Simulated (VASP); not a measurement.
# Mg (P-1) in VASP: single point with PBEsol

Aim: the single point of Mg with PBEsol.

Everything below comes from runs of VASP 6.6.1. Logs are shortened: lines on timing, memory, paths and dates and some standing lists are left out, and cuts for length are marked.

### Step 1. The cell of the first run

The typed cell holds 2 atoms: a = 3.209 Å, b = 3.209 Å, c = 5.210 Å, α = 90.00°, β = 90.00°, γ = 120.00°.

### Step 2. Single point, PBEsol (atom 1 (Mg) moved by (-0.200, -0.200) A along x and z)

Input file INCAR:

```
PREC     = Accurate       # precision mode
ENCUT    = 520            # plane-wave cutoff, eV
EDIFF    = 1E-7           # SCF threshold, eV
ISMEAR   = 0              # smearing method
SIGMA    = 0.15           # smearing width, eV
LREAL    = False          # projectors in reciprocal space
LASPH    = True           # aspherical terms in the spheres
NELM     = 60             # most SCF steps
ALGO     = Fast           # electronic algorithm
ISIF     = 2              # what is computed and relaxed
LWAVE    = False          # write WAVECAR
LCHARG   = False          # write CHGCAR
GGA      = PS             # functional
NBANDS   = 9              # bands
```

Input file KPOINTS:

```
Automatic mesh
0
Gamma
  18 18 10
```

Input file POSCAR:

```
Mg
1.0
    3.2092715325      0.0000000000      0.0000000000
   -1.6046357662      2.7793106748      0.0000000000
    0.0000000000      0.0000000000      5.2103300000
Mg
2
Direct
    0.2710138948      0.6666666667      0.2116147154
    0.6666666667      0.3333333333      0.7500000000
```

Potentials or basis: VASP PAW PBE potentials, release 64 (Mg).

Launch:

```console
$ cat potpaw_PBE.64/Mg/POTCAR > POTCAR
$ mpirun -np 1 vasp_std > vasp.out
```

OUTCAR:

```text
PREC = Accurate
   ENCUT = 520
   EDIFF = 1E-7
   ISMEAR = 0
   LREAL = False
   LASPH = True
   NELM = 60
   ISIF = 2
   GGA = PS

 ion  position               nearest neighbor table
   1  0.271  0.667  0.212-   2 2.94   2 3.04   2 3.15   2 3.27   2 3.37   2 3.46
   2  0.667  0.333  0.750-   1 2.94   1 3.04   1 3.15   1 3.27   1 3.37   1 3.46

  LATTYP: Found a hexagonal cell.
 ALAT       =     3.2092715325
 C/A-ratio  =     1.6235242008

  Lattice vectors:

 A1 = (   3.2092715325,   0.0000000000,   0.0000000000)
 A2 = (  -1.6046357662,   2.7793106748,   0.0000000000)
 A3 = (   0.0000000000,   0.0000000000,   5.2103300000)

Analysis of symmetry for initial positions (statically):
=====================================================================
 Subroutine PRICEL returns:
 Original cell was already a primitive cell.

 Routine SETGRP: Setting up the symmetry group for a
 hexagonal supercell.

 Subroutine GETGRP returns: Found  2 space group operations
 (whereof  1 operations were pure point group operations)
 out of a pool of 24 trial point group operations.

The static configuration has the point symmetry C_1 .
 The point group associated with its full space group is S_2 .

Analysis of symmetry for dynamics (positions and initial velocities):
=====================================================================
 Subroutine PRICEL returns:
 Original cell was already a primitive cell.

 Routine SETGRP: Setting up the symmetry group for a
 hexagonal supercell.

 Subroutine GETGRP returns: Found  2 space group operations
 (whereof  1 operations were pure point group operations)
 out of a pool of 24 trial point group operations.

The dynamic configuration has the point symmetry C_1 .
 The point group associated with its full space group is S_2 .

 Subroutine INISYM returns: Found  2 space group operations
 (whereof  1 operations are pure point group operations),
 and found     1 'primitive' translations

----------------------------------------------------------------------------------------

                                     Primitive cell

  volume of cell :      46.4739

  direct lattice vectors                    reciprocal lattice vectors
     3.209271532  0.000000000  0.000000000     0.311597193  0.179900723  0.000000000
    -1.604635766  2.779310675  0.000000000     0.000000000  0.359801446  0.000000000
     0.000000000  0.000000000  5.210330000     0.000000000  0.000000000  0.191926423

[... 82 lines left out ...]
   NELM   =     60;   NELMIN=  2; NELMDL= -5     # of ELM steps
   EDIFF  = 0.1E-06   stopping-criterion for ELM
   LREAL  =      F    real-space projection
   EDIFFG = 0.1E-05   stopping-criterion for IOM
   NSW    =      0    number of steps for IOM
   IBRION =     -1    ionic relax: 0-MD 1-quasi-New 2-CG
   NFREE  =      0    steps in history (QN), initial steepest desc. (CG)
   ISIF   =      2    stress and relaxation
   ISYM   =      2    0-nonsym 1-usesym 2-fastsym
   POTIM  = 0.5000    time-step for ionic-motion
   TEBEG  =    0.0;   TEEND  =   0.0 temperature during run
   PSTRESS=    0.0 pullay stress
   NELECT =       4.0000    total number of electrons
   NUPDOWN=      -1.0000    fix difference up-down
   EMIN   =  10.00;   EMAX   =-10.00  energy-range for DOS
   EFERMI =   0.00;   METHOD = LEGACY
   ISMEAR =     0;   SIGMA  =   0.15  broadening in eV -4-tet -1-fermi 0-gaus
   EFERMI_NEDOS =   21; number of points for ismear=-14 and -15
   IALGO  =     68    algorithm
   IMIX   =      4    mixing-type and parameters
     AMIX     =   0.40;   BMIX     =  1.00
     AMIX_MAG =   1.60;   BMIX_MAG =  1.00
  volume/ion in A,a.u.               =      23.24       156.81
  Fermi-wavevector in a.u.,A,eV,Ry     =   0.722812  1.365916  7.108458  0.522457
  Thomas-Fermi vector in A             =   1.812869
   LORBIT       =      0    0 simple, 1 ext, 2 COOP (PROOUT), +10 PAW based schemes
   GGA     = PS    functional components
   LHFCALC =     F    Hartree Fock is set to
   AEXX    =    0.0000 exact exchange contribution
   IVDW    =     0    specifies the selected vdW correction
   LEPSILON=     F    determine dielectric tensor
   LRPA    =     F    only Hartree local field effects (RPA)
 non-spin polarized calculation
 RMM-DIIS sequential band-by-band and
 Gauss-broadening in eV      SIGMA  =   0.15
  energy-cutoff  :      520.00
  volume of cell :       46.47
 maximum number of plane-waves:      1276
   NGX = 11   NGY = 11   NGZ = 19

 number of electron       4.0000000 magnetization

 Free energy of the ion-electron system (eV)
  ---------------------------------------------------
  ext. energy  EPLUGINS =         0.00000000
  ---------------------------------------------------
  free energy    TOTEN  =        -3.37977676 eV

  energy without entropy =       -3.36966946  energy(sigma->0) =       -3.37472311

 E-fermi :   2.5202     XC(G=0):  -8.4873

 val. band max:        2.5192381913   @ k =   0.1111   0.5000   0.3000
 cond. band min:       2.5202346361   @ k =   0.2222   0.2778  -0.2000
 fundamental gap:      0.0009964448
 Fermi energy:         2.5201857171

 k-point     1 :       0.0000    0.0000    0.0000
  band No.  band energies     occupation
      1      -4.3732      2.00000
      2       0.8942      2.00000
      3       1.2841      2.00000
      4      13.3299      0.00000
      5      13.3459      0.00000
      6      13.3726      0.00000
      7      13.4184      0.00000
      8      14.3760      0.00000
      9      15.4427      0.00000
[... 265 lines left out ...]
 k-point    24 :       0.0000    0.4444    0.0000
  band No.  band energies     occupation
      1      -0.5945      2.00000
      2       1.4443      2.00000
      3       4.4217      0.00000
      4       5.0658      0.00000
      5       6.4596      0.00000
      6       6.9666      0.00000
      7       9.3604      0.00000
      8      10.6992      0.00000
      9      13.8281      0.00000

 [... further k-points ...]
[... 5 lines left out ...]
  --------------------------------------------------------------------------------------
  -------------------------------------------------------------------------------------
  Total       -0.2475344     -0.2313756     -0.0048315      0.1680482      0.0314083      0.1458618
  in kB       -8.5337007     -7.9766278     -0.1665635      5.7934282      1.0827941      5.0285577
  external PRESSURE =      -5.5589640 kB  Pullay stress =       0.0000000 kB

 VOLUME and BASIS-vectors are now :
 -----------------------------------------------------------------------------
  energy-cutoff  :      520.00
  volume of cell :       46.47
      direct lattice vectors                 reciprocal lattice vectors
     3.209271532  0.000000000  0.000000000     0.311597193  0.179900723  0.000000000
    -1.604635766  2.779310675  0.000000000     0.000000000  0.359801446  0.000000000
     0.000000000  0.000000000  5.210330000     0.000000000  0.000000000  0.191926423

 POSITION                                       TOTAL-FORCE (eV/Angst)
 -----------------------------------------------------------------------------------
     -0.20000      1.85287      1.10258         0.147949      0.031354      0.541080
      1.60464      0.92644      3.90775        -0.147949     -0.031354     -0.541080
 -----------------------------------------------------------------------------------
    total drift:                                0.000000      0.000000     -0.000000

  FREE ENERGIE OF THE ION-ELECTRON SYSTEM (eV)
  ---------------------------------------------------
  free  energy   TOTEN  =        -3.3797767578 eV

  energy  without entropy=       -3.3696694563  energy(sigma->0) =       -3.37472311
```

OSZICAR:

```text
N       E                     dE             d eps       ncg     rms          rms(c)
DAV:   1    -0.773768805275E+00   -0.77377E+00   -0.12699E+03 29232   0.312E+02
DAV:   2    -0.336941708289E+01   -0.25956E+01   -0.25115E+01 38840   0.269E+01
DAV:   3    -0.340937489776E+01   -0.39958E-01   -0.39677E-01 37175   0.273E+00
DAV:   4    -0.340950052874E+01   -0.12563E-03   -0.12562E-03 37432   0.151E-01
DAV:   5    -0.340950111336E+01   -0.58461E-06   -0.58454E-06 36272   0.983E-03    0.100E+00
RMM:   6    -0.339044336714E+01    0.19058E-01   -0.17741E-03 29854   0.188E-01    0.624E-01
RMM:   7    -0.338071806006E+01    0.97253E-02   -0.22166E-03 31066   0.267E-01    0.135E-01
RMM:   8    -0.337977409170E+01    0.94397E-03   -0.29551E-04 31599   0.113E-01    0.129E-02
RMM:   9    -0.337977528223E+01   -0.11905E-05   -0.18045E-05 33755   0.283E-02    0.580E-03
RMM:  10    -0.337977678137E+01   -0.14991E-05   -0.21692E-06 34127   0.917E-03    0.377E-04
RMM:  11    -0.337977675778E+01    0.23592E-07   -0.37780E-07 34673   0.379E-03
   1 F= -.33797768E+01 E0= -.33747231E+01  d E =-.101073E-01
```

stdout:

```text
POSCAR found type information on POSCAR Mg
 POSCAR found :  1 types and       2 ions
 scaLAPACK will be used
 -----------------------------------------------------------------------------
|                                                                             |
|                                                                             |
|     You enforced a specific xc type in the INCAR file but a different       |
|     I HOPE YOU KNOW WHAT YOU ARE DOING!                                     |
|                                                                             |
 -----------------------------------------------------------------------------

 LDA part: xc-table for (Slater+PW92), standard interpolation
 POSCAR, INCAR and KPOINTS ok, starting setup
 FFT: planning ... GRIDC
 FFT: planning ... GRID_SOFT
 FFT: planning ... GRID
 WAVECAR not read
 entering main loop
```

Run time: 2.1 min. Hardware: 1 thread of Intel Xeon 6975P-C (Granite Rapids), shared host; peak memory 0.7 GiB.

Results:

```yaml
Free_energy: -3.3798 eV
Pressure: -0.6 GPa
Largest_force: 0.562 eV/Å
Band_gap_on_the_k_mesh: zero (bands 2 and 3 overlap by 2.26 eV)
```

Forces on the atoms (eV/Å):
```
Mg   0.148  0.031  0.541
Mg  -0.148 -0.031 -0.541
```

Caveat: the cell differs from its parent crystal (atom 1 (Mg) moved by (-0.200, -0.200) A along x and z); the PAW data sets were made with another functional, which shifts forces and pressure a little.
